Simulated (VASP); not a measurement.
# SnO (P4/nmm) in VASP: notebook

Aim: see how the results for SnO move with the level of theory and the settings. Levels: BLYP, PBE, BLYP+D4. Tasks: single point.

All numbers are computed with VASP 6.6.1; they aren't measurements. Logs are shortened: lines on timing, memory, paths and dates and some standing lists are left out, and cuts for length are marked.

## Step 1: The cell of the first run

The structure is tetragonal, space group P4/nmm (No. 129). The conventional cell has a = 3.839 Å, b = 3.839 Å, c = 4.919 Å, α = 90.00°, β = 90.00°, γ = 90.00°. Within 3.0 Å of Sn (site symmetry 4mm) lie 4 O at 2.24 Å. Within 3.0 Å of O (site symmetry -4m2) lie 4 Sn at 2.24 Å and 4 O at 2.71 Å.

## Step 2: Single point, BLYP

INCAR

```
SYSTEM = SnO
PREC = Accurate
ENCUT = 1340
EDIFF = 1E-6
ISMEAR = -1
SIGMA = 0.05
LREAL = .False.
LASPH = .True.
NELM = 120
ALGO = Normal
ISIF = 2
LWAVE = .False.
LCHARG = .False.
GGA = B5
ALDAX = 1.0
AGGAX = 1.0
AGGAC = 1.0
ALDAC = 0.0
NBANDS = 28
GGA_COMPAT = .False.
```

KPOINTS

```
Automatic mesh
0
Gamma
  7 7 6
  0 0 0
```

POSCAR

```
SnO
1.0
    3.8389522158      0.0000000000      0.0000000000
    0.0000000000      3.8389522158      0.0000000000
    0.0000000000      0.0000000000      4.9192779074
Sn O
2 2
Direct
    0.5000000000      0.0000000000      0.7646261400
    0.0000000000      0.5000000000      0.2353738600
    0.0000000000      0.0000000000      0.0000000000
    0.5000000000      0.5000000000      0.0000000000
```

Potentials or basis: VASP PAW PBE potentials, release 64 (Sn_d, O_h).

On the command line:

```console
$ cat potpaw_PBE.64/Sn_d/POTCAR potpaw_PBE.64/O_h/POTCAR > POTCAR
$ mpirun -np 1 vasp_std > vasp.out
```

OUTCAR:

```text
SYSTEM = SnO
   PREC = Accurate
   ENCUT = 1340
   EDIFF = 1E-6
   ISMEAR = -1
   LREAL = .False.
   LASPH = .True.
   NELM = 120
   ISIF = 2
   GGA = B5

 ion  position               nearest neighbor table
   1  0.500  0.000  0.765-   3 2.24   4 2.24   4 2.24   3 2.24   2 3.57   2 3.57   2 3.57   2 3.57

   2  0.000  0.500  0.235-   3 2.24   4 2.24   3 2.24   4 2.24   1 3.57   1 3.57   1 3.57   1 3.57

   3  0.000  0.000  0.000-   1 2.24   2 2.24   2 2.24   1 2.24
   4  0.500  0.500  0.000-   1 2.24   2 2.24   1 2.24   2 2.24

  LATTYP: Found a simple tetragonal cell.
 ALAT       =     3.8389522158
 C/A-ratio  =     1.2814116016

  Lattice vectors:

 A1 = (   3.8389522158,   0.0000000000,   0.0000000000)
 A2 = (   0.0000000000,   3.8389522158,   0.0000000000)
 A3 = (   0.0000000000,   0.0000000000,   4.9192779074)

Analysis of symmetry for initial positions (statically):
=====================================================================
 Subroutine PRICEL returns:
 Original cell was already a primitive cell.

 Routine SETGRP: Setting up the symmetry group for a
 simple tetragonal supercell.

 Subroutine GETGRP returns: Found 16 space group operations
 (whereof  8 operations were pure point group operations)
 out of a pool of 16 trial point group operations.

The static configuration has the point symmetry D_2d.
 The point group associated with its full space group is D_4h.

Analysis of symmetry for dynamics (positions and initial velocities):
=====================================================================
 Subroutine PRICEL returns:
 Original cell was already a primitive cell.

 Routine SETGRP: Setting up the symmetry group for a
 simple tetragonal supercell.

 Subroutine GETGRP returns: Found 16 space group operations
 (whereof  8 operations were pure point group operations)
 out of a pool of 16 trial point group operations.

The dynamic configuration has the point symmetry D_2d.
 The point group associated with its full space group is D_4h.

 Subroutine INISYM returns: Found 16 space group operations
 (whereof  8 operations are pure point group operations),
 and found     1 'primitive' translations

----------------------------------------------------------------------------------------

                                     Primitive cell

  volume of cell :      72.4981

  direct lattice vectors                    reciprocal lattice vectors
     3.838952216  0.000000000  0.000000000     0.260487743  0.000000000  0.000000000
     0.000000000  3.838952216  0.000000000     0.000000000  0.260487743  0.000000000
     0.000000000  0.000000000  4.919277907     0.000000000  0.000000000  0.203281868

  length of vectors
     3.838952216  3.838952216  4.919277907     0.260487743  0.260487743  0.203281868

  position of ions in fractional coordinates (direct lattice)
     0.500000000  0.000000000  0.764626140
     0.000000000  0.500000000  0.235373860
     0.000000000  0.000000000  0.000000000
     0.500000000  0.500000000  0.000000000

  ion indices of the primitive-cell ions
   primitive index   ion index
                 1           1
                 2           2
                 3           3
                 4           4

----------------------------------------------------------------------------------------

 KPOINTS: Automatic mesh

Automatic generation of k-mesh.
 Grid dimensions read from file:
 generate k-points for:    7    7    6

 Generating k-lattice:

  Cartesian coordinates                     Fractional coordinates (reciprocal lattice)
     0.037212535  0.000000000  0.000000000     0.142857143  0.000000000  0.000000000
     0.000000000  0.037212535  0.000000000     0.000000000  0.142857143  0.000000000
     0.000000000  0.000000000  0.033880311     0.000000000  0.000000000  0.166666667

  Length of vectors
     0.037212535  0.037212535  0.033880311

  Shift w.r.t. Gamma in fractional coordinates (k-lattice)
     0.000000000  0.000000000  0.000000000

 Subroutine IBZKPT returns following result:
 ===========================================

 Found     40 irreducible k-points:

 Following reciprocal coordinates:
            Coordinates               Weight
  0.000000  0.000000  0.000000      1.000000
  0.142857  0.000000  0.000000      4.000000
  0.285714  0.000000  0.000000      4.000000
  0.428571  0.000000  0.000000      4.000000
  0.142857  0.142857  0.000000      4.000000
  0.285714  0.142857  0.000000      8.000000
[... 16 lines left out ...]
  0.285714  0.000000  0.333333      8.000000
  0.428571  0.000000  0.333333      8.000000
 [... further k-points ...]
   k-points           NKPTS =     40   k-points in BZ     NKDIM =     40   number of bands    NBANDS=     28
   number of dos      NEDOS =    301   number of ions     NIONS =      4
   total plane-waves  NPLWV = 138240
   dimension x,y,z NGX =    48 NGY =   48 NGZ =   60
   dimension x,y,z NGXF=    96 NGYF=   96 NGZF=  120
   ions per type =               2   2
[... 59 lines left out ...]

 E-fermi :   7.5560     XC(G=0):  -9.5273

 val. band max:        7.2417377602   @ k =   0.0000   0.0000   0.0000
 cond. band min:       7.8848352337   @ k =   0.4286   0.4286   0.0000
 fundamental gap:      0.6430974735
 Fermi energy:         7.5559574971

 k-point     1 :       0.0000    0.0000    0.0000
  band No.  band energies     occupation
      1     -14.5417      2.00000
      2     -14.1507      2.00000
      3     -14.1492      2.00000
      4     -14.1492      2.00000
      5     -14.1099      2.00000
      6     -14.0990      2.00000
[... 20 lines left out ...]
     27      14.2971      0.00000
     28      14.9124      0.00000

 k-point     2 :       0.1429    0.0000    0.0000
  band No.  band energies     occupation
      1     -14.5304      2.00000
      2     -14.1527      2.00000
      3     -14.1456      2.00000
      4     -14.1451      2.00000
      5     -14.1116      2.00000
      6     -14.1050      2.00000
[... 20 lines left out ...]
     27      14.5564      0.00000
     28      16.1976      0.00000

 k-point     3 :       0.2857    0.0000    0.0000
  band No.  band energies     occupation
      1     -14.4993      2.00000
      2     -14.2512      2.00000
      3     -14.1350      2.00000
      4     -14.1347      2.00000
      5     -14.1154      2.00000
      6     -14.1153      2.00000
[... 20 lines left out ...]
     27      14.9179      0.00000
     28      18.3154      0.00000

 k-point     4 :       0.4286    0.0000    0.0000
  band No.  band energies     occupation
      1     -14.4474      2.00000
      2     -14.3655      2.00000
      3     -14.1244      2.00000
      4     -14.1211      2.00000
      5     -14.1191      2.00000
      6     -14.1122      2.00000
[... 20 lines left out ...]
     27      15.5729      0.00000
     28      16.7648      0.00000

 k-point     5 :       0.1429    0.1429    0.0000
  band No.  band energies     occupation
      1     -14.5212      2.00000
      2     -14.1708      2.00000
      3     -14.1520      2.00000
      4     -14.1402      2.00000
      5     -14.1307      2.00000
      6     -14.1087      2.00000
[... 20 lines left out ...]
     27      15.4387      0.00000
     28      16.7445      0.00000

 k-point     6 :       0.2857    0.1429    0.0000
  band No.  band energies     occupation
      1     -14.4960      2.00000
      2     -14.2802      2.00000
      3     -14.1459      2.00000
      4     -14.1259      2.00000
      5     -14.1172      2.00000
      6     -14.1115      2.00000
[... 463 lines left out ...]
      5     -14.1006      2.00000
      6     -14.0876      2.00000
[... 20 lines left out ...]
     27      14.8981      0.00000
     28      15.5870      0.00000

 k-point    22 :       0.1429    0.0000    0.3333
  band No.  band energies     occupation
      1     -14.5224      2.00000
      2     -14.1672      2.00000
      3     -14.1352      2.00000
      4     -14.1309      2.00000
      5     -14.1146      2.00000
      6     -14.1050      2.00000
[... 20 lines left out ...]
     27      15.2935      0.00000
     28      16.4470      0.00000

 k-point    23 :       0.2857    0.0000    0.3333
  band No.  band energies     occupation
      1     -14.4972      2.00000
      2     -14.2699      2.00000
      3     -14.1429      2.00000
      4     -14.1212      2.00000
      5     -14.1208      2.00000
      6     -14.1191      2.00000
[... 20 lines left out ...]
     27      15.7994      0.00000
     28      17.8568      0.00000

 k-point    24 :       0.4286    0.0000    0.3333
  band No.  band energies     occupation
      1     -14.4532      2.00000
      2     -14.3788      2.00000
      3     -14.1446      2.00000
      4     -14.1370      2.00000
      5     -14.1139      2.00000
      6     -14.1110      2.00000
[... 20 lines left out ...]
     27      16.3801      0.00000
     28      17.2348      0.00000

 [... further k-points ...]

------------------------ aborting loop because EDIFF is reached ----------------------------------------

  FORCE on cell =-STRESS in cart. coord.  units (eV):
  Direction    XX          YY          ZZ          XY          YZ          ZX
  --------------------------------------------------------------------------------------
  -------------------------------------------------------------------------------------
  Total        3.0031271      3.0031271      2.4925803      0.0000000      0.0000000      0.0000000
  in kB       66.3678157     66.3678157     55.0849515      0.0000000      0.0000000      0.0000000
  external PRESSURE =      62.6068610 kB  Pullay stress =       0.0000000 kB

 VOLUME and BASIS-vectors are now :
 -----------------------------------------------------------------------------
  energy-cutoff  :     1340.00
  volume of cell :       72.50
      direct lattice vectors                 reciprocal lattice vectors
     3.838952216  0.000000000  0.000000000     0.260487743  0.000000000  0.000000000
     0.000000000  3.838952216  0.000000000     0.000000000  0.260487743  0.000000000
     0.000000000  0.000000000  4.919277907     0.000000000  0.000000000  0.203281868

 POSITION                                       TOTAL-FORCE (eV/Angst)
 -----------------------------------------------------------------------------------
      1.91948      0.00000      3.76141        -0.000000     -0.000000     -0.363036
      0.00000      1.91948      1.15787         0.000000     -0.000000      0.363036
      0.00000      0.00000      0.00000         0.000000     -0.000000      0.000000
      1.91948      1.91948      0.00000        -0.000000      0.000000      0.000000
 -----------------------------------------------------------------------------------
    total drift:                                0.000000      0.000000     -0.000000

  FREE ENERGIE OF THE ION-ELECTRON SYSTEM (eV)
  ---------------------------------------------------
  free  energy   TOTEN  =       -21.0129399761 eV

  energy  without entropy=      -21.0129099531  energy(sigma->0) =      -21.01292496
```

It took 17 min on 1 thread of AMD EPYC 7R43 (Zen 3), shared host; peak memory 0.45 GiB.

Results:

| Quantity | Value |
| --- | --- |
| Free energy | -21.0129 eV |
| Pressure | 6.3 GPa |
| Largest force | 0.363 eV/Å |
| Band gap on the k mesh | 0.64 eV (least direct gap 2.17 eV) |

Forces on the atoms (eV/Å):
```
Sn   0.000  0.000 -0.363
Sn   0.000  0.000  0.363
O    0.000  0.000  0.000
O    0.000  0.000  0.000
```

Stress tensor (GPa, compression positive):
```
6.64 0.00 0.00
0.00 6.64 0.00
0.00 0.00 5.51
```

Caveat: the cell stands under pressure; semilocal functionals underestimate gaps, and a narrow one can read as zero; the PAW data sets were made with another functional, which shifts forces and pressure a little; spin-orbit coupling is left out, which moves the levels of the heavy elements.

## Step 3: Single point, PBE, non-collinear spin, zero start, spin-orbit coupling

This run uses another cell than the first one, of 17.06 Å³/atom.

INCAR

```
SYSTEM = SnO
ALGO     = Normal         ! electronic algorithm
EDIFF    = 1E-6           ! SCF threshold, eV
ENCUT    = 520            ! plane-wave cutoff, eV
GGA      = PE             ! functional
GGA_COMPAT= .False.      
ISIF     = 2              ! what is computed and relaxed
ISMEAR   = -1             ! smearing method
LASPH    = .True.         ! aspherical terms in the spheres
LCHARG   = .False.        ! write CHGCAR
LNONCOLLINEAR= .True.         ! non-collinear magnetism
LORBIT   = 11             ! projections on sites
LORBMOM  = .True.       
LREAL    = .False.        ! projectors in reciprocal space
LSORBIT  = .True.         ! spin-orbit coupling
LWAVE    = .False.        ! write WAVECAR
MAGMOM   = 0 0 0 0 0 0 0 0 0 0 0 0 ! initial moments
NBANDS   = 54             ! bands
NELM     = 150            ! most SCF steps
PREC     = Accurate       ! precision mode
SIGMA    = 0.05           ! smearing width, eV
```

KPOINTS

```
k-points
0
Gamma
  7 7 6
  0 0 0
```

POSCAR

```
SnO
1.0
    3.7621524798      0.0000000000      0.0000000000
    0.0000000000      3.7621524798      0.0000000000
    0.0000000000      0.0000000000      4.8208658347
Sn O
2 2
Direct
    0.5000000000      0.0000000000      0.7646261400
    0.0000000000      0.5000000000      0.2353738600
    0.0000000000      0.0000000000      0.0000000000
    0.5000000000      0.5000000000      0.0000000000
```

Potentials or basis: VASP PAW PBE potentials, release 64 (Sn_d, O).

On the command line:

```console
$ cat potpaw_PBE.64/Sn_d/POTCAR potpaw_PBE.64/O/POTCAR > POTCAR
$ mpirun -np 1 vasp_ncl > vasp.out
```

Wall time 2.8 min (1 thread of AMD EPYC 9R45 (Zen 5), shared host); peak memory 0.37 GiB.

It converged, with:

```
Free energy                                           : -22.6529 eV
Pressure                                              : 8.3 GPa
Largest force                                         : 1.076 eV/Å
Net moment                                            : 0.00 μB per cell
Valence electrons inside the program's atomic spheres : Sn 12.17; O 5.04
```

Forces on the atoms (eV/Å):
```
Sn   0.000  0.000 -1.076
Sn   0.000  0.000  1.076
O    0.000  0.000  0.000
O    0.000  0.000  0.000
```

Stress tensor (GPa, compression positive):
```
8.94 0.00 0.00
0.00 8.94 0.00
0.00 0.00 6.95
```

Moments on the atoms (μB; x, y, z):
```
Sn  0.00 0.00 0.00
Sn  0.00 0.00 0.00
O   0.00 0.00 0.00
O   0.00 0.00 0.00
```

Caveat: the cell stands under pressure; forces of over 1 eV/Å act on the atoms, so gaps and moduli don't describe the material at rest.

## Step 4: Single point, BLYP+D4

This run uses another cell than the first one, of 18.24 Å³/atom.

INCAR

```
SYSTEM = SnO
  AGGAC = 1.0
  AGGAX = 1.0
  ALDAC = 0.0
  ALDAX = 1.0
  ALGO = Normal
  EDIFF = 1E-6
  ENCUT = 1340
  GGA = B5
  GGA_COMPAT = .FALSE.
  ISIF = 2
  ISMEAR = -1
  IVDW = 13
  LASPH = .TRUE.
  LCHARG = .FALSE.
  LREAL = .FALSE.
  LWAVE = .FALSE.
  NBANDS = 28
  NELM = 120
  PREC = Accurate
  SIGMA = 0.05
  VDW_A1 = 0.44488865
  VDW_A2 = 4.0933009
  VDW_S6 = 1.0
  VDW_S8 = 2.34076671
```

KPOINTS

```
k-points
0
G
  7 7 6
  0 0 0
```

POSCAR

```
SnO
1.0
    3.8781625711      0.0000000000      0.0000000000
    0.0000000000      3.8781625711      0.0000000000
    0.0000000000      0.0000000000      4.8504980431
Sn O
2 2
Direct
    0.5000000000      0.0000000000      0.7608238822
    0.0000000000      0.5000000000      0.2391761178
    0.0000000000      0.0000000000      0.0000000000
    0.5000000000      0.5000000000      0.0000000000
```

Potentials or basis: VASP PAW PBE potentials, release 64 (Sn_d, O_h).

On the command line:

```console
$ cat potpaw_PBE.64/Sn_d/POTCAR potpaw_PBE.64/O_h/POTCAR > POTCAR
$ mpirun -np 1 vasp_std > vasp.out
```

Wall time 4 min (1 thread of Intel Xeon Platinum 8375C at 2.90GHz (Ice Lake), shared host); peak memory 0.53 GiB.

Results (log left out):

```yaml
Free_energy: -23.0233 eV
Pressure: 0.2 GPa
Largest_force: 0.087 eV/Å
Band_gap_on_the_k_mesh: 0.65 eV (least direct gap 2.19 eV)
Dispersion_energy_per_atom: -0.496 eV
```

Forces on the atoms (eV/Å):
```
Sn   0.000  0.000 -0.087
Sn   0.000  0.000  0.087
O    0.000  0.000  0.000
O    0.000  0.000  0.000
```

Levels at points of the mesh, in eV from the valence-band top:
```
           k point  band 18  band 19  band 20  band 21  band 22  band 23
(0.00, 0.00, 0.00)    -2.80    -2.80     0.00     2.21     4.63     4.70
(0.00, 0.00, 0.50)    -2.82    -2.82    -1.81     1.86     3.08     3.08
```

Caveat: semilocal functionals underestimate gaps, and a narrow one can read as zero; the PAW data sets were made with another functional, which shifts forces and pressure a little; spin-orbit coupling is left out, which moves the levels of the heavy elements.

## Step 5: Overview

| level | potentials or basis | spin | cell | cutoff (eV) | gap on the mesh (eV) | pressure (GPa) | largest force (eV/Å) |
| --- | --- | --- | --- | --- | --- | --- | --- |
| BLYP | VASP PAW PBE potentials, release 64 (Sn_d, O_h) | off | a = 3.839, b = 3.839, c = 4.919 Å, 4 atoms, atomic positions A | 1340 | 0.64 | 6.3 | 0.36 |
| PBE | VASP PAW PBE potentials, release 64 (Sn_d, O) | non-collinear, zero start, SOC | a = 3.762, b = 3.762, c = 4.821 Å, 4 atoms, atomic positions A | 520 | - | 8.3 | 1.08 |
| BLYP+D4 | VASP PAW PBE potentials, release 64 (Sn_d, O_h) | off | a = 3.878, b = 3.878, c = 4.850 Å, 4 atoms, atomic positions B | 1340 | 0.65 | 0.2 | 0.09 |

Alike in all rows: task single point; k mesh 7 × 7 × 6; smearing fermi-dirac 0.05 eV.

Caveats: the cell stands under pressure (at least some runs); semilocal functionals underestimate gaps, and a narrow one can read as zero (at least some runs); the PAW data sets were made with another functional, which shifts forces and pressure a little (at least some runs); spin-orbit coupling is left out, which moves the levels of the heavy elements (at least some runs); forces of over 1 eV/Å act on the atoms, so gaps and moduli don't describe the material at rest (at least some runs).

Total energies depend on the potentials used, so only differences within one code and one set of settings carry meaning.
